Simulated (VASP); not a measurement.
# SiC (P6_3mc) in VASP: further runs, part 3 of 3

VASP 6.6.1. The steps go on from the part before.

**5. Single point, HSE06 (uniaxial z strain -2.0%)**

POSCAR reads:

```
SiC
1.0
    3.0775550330      0.0000000000      0.0000000000
   -1.5387775165      2.6652408402      0.0000000000
    0.0000000000      0.0000000000      9.8751883303
Si C
4 4
Direct
    0.0000000000      0.0000000000     -0.0007470089
    0.3333333333      0.6666666667      0.2494250193
    0.0000000000      0.0000000000      0.4992529911
    0.6666666667      0.3333333333      0.7494250193
    0.0000000000      0.0000000000      0.1877907825
    0.3333333333      0.6666666667      0.4385312071
    0.0000000000      0.0000000000      0.6877907825
    0.6666666667      0.3333333333      0.9385312071
```

INCAR.step1 reads:

```
SYSTEM = SiC
  PREC = Accurate
  ENCUT = 520
  EDIFF = 1E-5
  ISMEAR = 0
  SIGMA = 0.01
  LREAL = .False.
  LASPH = .True.
  NELM = 60
  ALGO = Normal
  ISIF = 2
  LWAVE = .True.
  GGA = PE
  NBANDS = 26
```

INCAR.step2 reads:

```
SYSTEM = SiC
  PREC = Accurate
  ENCUT = 520
  EDIFF = 1E-7
  ISMEAR = 0
  SIGMA = 0.01
  LREAL = .False.
  LASPH = .True.
  NELM = 60
  ALGO = Normal
  ISIF = 2
  LWAVE = .False.
  LCHARG = .True.
  GGA = PE
  LHFCALC = .True.
  HFSCREEN = 0.2079
  PRECFOCK = Fast
  LELF = .True.
  LVHAR = .True.
  ISTART = 1
  NBANDS = 26
```

KPOINTS reads:

```
regular mesh
0
Gamma
  6 6 2
  0 0 0
```

Potentials or basis: VASP PAW PBE potentials, release 64 (Si, C).

On the command line:

```sh
$ cat potpaw_PBE.64/Si/POTCAR potpaw_PBE.64/C/POTCAR > POTCAR
$ cp INCAR.step1 INCAR
$ mpirun -np 1 vasp_std > vasp.out
$ cp INCAR.step2 INCAR
$ mpirun -np 1 vasp_std > vasp.out
```

OUTCAR:

```text
SYSTEM = SiC
   PREC = Accurate
   ENCUT = 520
   EDIFF = 1E-7
   ISMEAR = 0
   LREAL = .False.
   LASPH = .True.
   NELM = 60
   ISIF = 2
   GGA = PE
   LHFCALC = .True.
   HFSCREEN = 0.2079
   PRECFOCK = Fast
   ISTART = 1

 ion  position               nearest neighbor table
   1  0.000  0.000  0.999-   5 1.86   8 1.88   8 1.88   8 1.88   4 3.04   4 3.04   4 3.04   2 3.04
                             2 3.04   2 3.04
   2  0.333  0.667  0.249-   6 1.87   5 1.88   5 1.88   5 1.88   3 3.04   3 3.04   3 3.04   1 3.04
                             1 3.04   1 3.04
   3  0.000  0.000  0.499-   7 1.86   6 1.88   6 1.88   6 1.88   2 3.04   2 3.04   2 3.04   4 3.04
                             4 3.04   4 3.04
   4  0.667  0.333  0.749-   8 1.87   7 1.88   7 1.88   7 1.88   1 3.04   1 3.04   1 3.04   3 3.04
                             3 3.04   3 3.04
   5  0.000  0.000  0.188-   1 1.86   2 1.88   2 1.88   2 1.88
   6  0.333  0.667  0.439-   2 1.87   3 1.88   3 1.88   3 1.88
   7  0.000  0.000  0.688-   3 1.86   4 1.88   4 1.88   4 1.88
   8  0.667  0.333  0.939-   4 1.87   1 1.88   1 1.88   1 1.88

  LATTYP: Found a hexagonal cell.
 ALAT       =     3.0775550330
 C/A-ratio  =     3.2087771703

  Lattice vectors:

 A1 = (   3.0775550330,   0.0000000000,   0.0000000000)
 A2 = (  -1.5387775165,   2.6652408402,   0.0000000000)
 A3 = (   0.0000000000,   0.0000000000,   9.8751883303)

Analysis of symmetry for initial positions (statically):
=====================================================================
 Subroutine PRICEL returns:
 Original cell was already a primitive cell.

 Routine SETGRP: Setting up the symmetry group for a
 hexagonal supercell.

 Subroutine GETGRP returns: Found 12 space group operations
 (whereof  6 operations were pure point group operations)
 out of a pool of 24 trial point group operations.

The static configuration has the point symmetry C_3v.
 The point group associated with its full space group is C_6v.

Analysis of symmetry for dynamics (positions and initial velocities):
[... 148 lines left out ...]
   ENCUTFOCK=  -1.0 apply spherical cutoff to Coloumb kernel
   IVDW    =     0    specifies the selected vdW correction
   LEPSILON=     F    determine dielectric tensor
   LRPA    =     F    only Hartree local field effects (RPA)
 non-spin polarized calculation
 Gauss-broadening in eV      SIGMA  =   0.01
  energy-cutoff  :      520.00
  volume of cell :       81.00
 maximum number of plane-waves:      2208
 NGX is ok and might be reduce to    24
  NGX = 14; NGY = 14; NGZ = 48

 number of electron      32.0000000 magnetization

 Free energy of the ion-electron system (eV)
  ---------------------------------------------------
  ext. energy  EPLUGINS =         0.00000000
  ---------------------------------------------------
  free energy    TOTEN  =       -69.64177056 eV

  energy without entropy =      -69.64177056  energy(sigma->0) =      -69.64177056

 E-fermi :   7.9931     XC(G=0):  -9.4251

 val. band max:        7.8961752500   @ k =   0.0000   0.0000   0.0000
 cond. band min:      11.0263457750   @ k =   0.5000   0.0000   0.0000
 fundamental gap:      3.1301705251
 Fermi energy:         7.9930526580

 k-point     1 :       0.0000    0.0000    0.0000
  band No.  band energies     occupation
      1      -9.4460      2.00000
      2      -8.1036      2.00000
      3      -8.0634      2.00000
      4      -5.3524      2.00000
      5      -1.6849      2.00000
      6       3.1536      2.00000
[... 395 lines left out ...]
     25      19.7099      0.00000
     26      19.7099      0.00000

------------------------ aborting loop because EDIFF is reached ----------------------------------------

  FORCE on cell =-STRESS in cart. coord.  units (eV):
  Direction    XX          YY          ZZ          XY          YZ          ZX
  --------------------------------------------------------------------------------------
  -------------------------------------------------------------------------------------
  Total       -0.1316001     -0.1316001      5.1626229      0.0000000      0.0000000      0.0000000
  in kB       -2.6030304     -2.6030304    102.1158863      0.0000000      0.0000000      0.0000000
  external PRESSURE =      32.3032752 kB  Pullay stress =       0.0000000 kB

 VOLUME and BASIS-vectors are now :
 -----------------------------------------------------------------------------
  energy-cutoff  :      520.00
  volume of cell :       81.00
      direct lattice vectors                 reciprocal lattice vectors
     3.077555033  0.000000000  0.000000000     0.324933263  0.187600307  0.000000000
    -1.538777516  2.665240840  0.000000000     0.000000000  0.375200614  0.000000000
     0.000000000  0.000000000  9.875188330     0.000000000  0.000000000  0.101263892

 POSITION                                       TOTAL-FORCE (eV/Angst)
 -----------------------------------------------------------------------------------
      0.00000      0.00000      9.86781         0.000000      0.000000     -0.020489
     -0.00000      1.77683      2.46312        -0.000000     -0.000000     -0.013169
      0.00000      0.00000      4.93022         0.000000     -0.000000     -0.020489
      1.53878      0.88841      7.40071        -0.000000      0.000000     -0.013169
      0.00000      0.00000      1.85447        -0.000000     -0.000000      0.019062
     -0.00000      1.77683      4.33058        -0.000000     -0.000000      0.014597
      0.00000      0.00000      6.79206         0.000000     -0.000000      0.019062
      1.53878      0.88841      9.26817         0.000000      0.000000      0.014597
 -----------------------------------------------------------------------------------
    total drift:                               -0.000001     -0.000000     -0.000438

  FREE ENERGIE OF THE ION-ELECTRON SYSTEM (eV)
  ---------------------------------------------------
  free  energy   TOTEN  =       -69.6417705646 eV

  energy  without entropy=      -69.6417705646  energy(sigma->0) =      -69.64177056
```

OUTCAR.step1:

```text
SYSTEM = SiC
   PREC = Accurate
   ENCUT = 520
   EDIFF = 1E-5
   ISMEAR = 0
   LREAL = .False.
   LASPH = .True.
   NELM = 60
[... 644 lines left out ...]
     -0.00000      1.77683      4.33058        -0.000000      0.000000      0.023286
      0.00000      0.00000      6.79206        -0.000000     -0.000000      0.031125
      1.53878      0.88841      9.26817         0.000000     -0.000000      0.023286
 -----------------------------------------------------------------------------------
    total drift:                               -0.000000     -0.000000     -0.000868

  FREE ENERGIE OF THE ION-ELECTRON SYSTEM (eV)
  ---------------------------------------------------
  free  energy   TOTEN  =       -60.1191726686 eV

  energy  without entropy=      -60.1191726686  energy(sigma->0) =      -60.11917267
```

OSZICAR.step1:

```text
N       E                     dE             d eps       ncg     rms          rms(c)
DAV:   1     0.728736285695E+02    0.72874E+02   -0.14594E+04   728   0.110E+03
DAV:   2    -0.612581134470E+02   -0.13413E+03   -0.12669E+03   968   0.196E+02
DAV:   3    -0.677340023765E+02   -0.64759E+01   -0.64381E+01   972   0.402E+01
DAV:   4    -0.678078307770E+02   -0.73828E-01   -0.73740E-01   968   0.503E+00
DAV:   5    -0.678090465299E+02   -0.12158E-02   -0.12151E-02   974   0.615E-01    0.181E+01
DAV:   6    -0.603436316564E+02    0.74654E+01   -0.19705E+01   932   0.195E+01    0.820E+00
DAV:   7    -0.601532239582E+02    0.19041E+00   -0.23081E+00   966   0.676E+00    0.348E+00
DAV:   8    -0.601216566737E+02    0.31567E-01   -0.12403E-01   890   0.167E+00    0.102E+00
DAV:   9    -0.601185937775E+02    0.30629E-02   -0.18138E-02   910   0.722E-01    0.161E-01
DAV:  10    -0.601190853630E+02   -0.49159E-03   -0.14238E-03   908   0.188E-01    0.792E-02
DAV:  11    -0.601191713358E+02   -0.85973E-04   -0.18101E-04   866   0.838E-02    0.159E-02
DAV:  12    -0.601191726686E+02   -0.13327E-05   -0.79792E-06   628   0.154E-02
   1 F= -.60119173E+02 E0= -.60119173E+02  d E =-.106168E-20
```

Run time: 51 min. Hardware: 1 thread of Oxide Virtual Turin-like, shared host; peak memory 0.29 GiB.

What came out:

```
Free energy            : -69.6418 eV
Pressure               : 3.2 GPa
Largest force          : 0.020 eV/Å
Band gap on the k mesh : 3.13 eV (least direct gap 4.45 eV)
```

Forces on the atoms (eV/Å):
```
Si   0.000  0.000 -0.020
Si   0.000  0.000 -0.013
Si   0.000  0.000 -0.020
Si   0.000  0.000 -0.013
C    0.000  0.000  0.019
C    0.000  0.000  0.015
C    0.000  0.000  0.019
C    0.000  0.000  0.015
```

Stress tensor (GPa, compression positive):
```
-0.26  0.00  0.00
 0.00 -0.26  0.00
 0.00  0.00 10.21
```

Caveat: the cell differs from its parent crystal (uniaxial z strain -2.0%); the cell stands under pressure; the PAW data sets were made with another functional, which shifts forces and pressure a little. A k mesh can miss the band edges.

**6. Overview**

| level | cell | k mesh | grid for exact exchange (PRECFOCK) | share of exact exchange | screening parameter | gap on the mesh (eV) | pressure (GPa) | largest force (eV/Å) |
| --- | --- | --- | --- | --- | --- | --- | --- | --- |
| r2SCAN | a = 3.078, b = 3.078, c = 9.976 Å, angles 90.0, 90.0, 120.0°, 8 atoms, atomic positions A | 12 × 12 × 4 | - | - | - | 2.63 | 2.1 | - |
| HSE06 | a = 3.078, b = 3.078, c = 10.379 Å, angles 90.0, 90.0, 120.0°, 8 atoms, atomic positions B | 6 × 6 × 2 | Fast | 0.25 | 0.2079 1/Å | 2.95 | -7.7 | - |
| HSE06 | a = 3.078, b = 3.078, c = 9.976 Å, angles 90.0, 90.0, 120.0°, 8 atoms, atomic positions A | 6 × 6 × 2 | Fast | 0.25 | 0.2079 1/Å | 3.17 | 0.8 | 0.02 |
| HSE06 | a = 3.078, b = 3.078, c = 9.875 Å, angles 90.0, 90.0, 120.0°, 8 atoms, atomic positions A | 6 × 6 × 2 | Fast | 0.25 | 0.2079 1/Å | 3.13 | 3.2 | 0.02 |

Alike in all rows: task single point; potentials or basis VASP PAW PBE potentials, release 64 (Si, C); no spin polarisation; cutoff (eV) 520; smearing gaussian 0.01 eV.

Caveats: the PAW data sets were made with another functional, which shifts forces and pressure a little; the cell stands under tension (at least some runs); the cell stands under pressure (at least some runs).

Absolute energies hang on the potentials; compare differences alone.
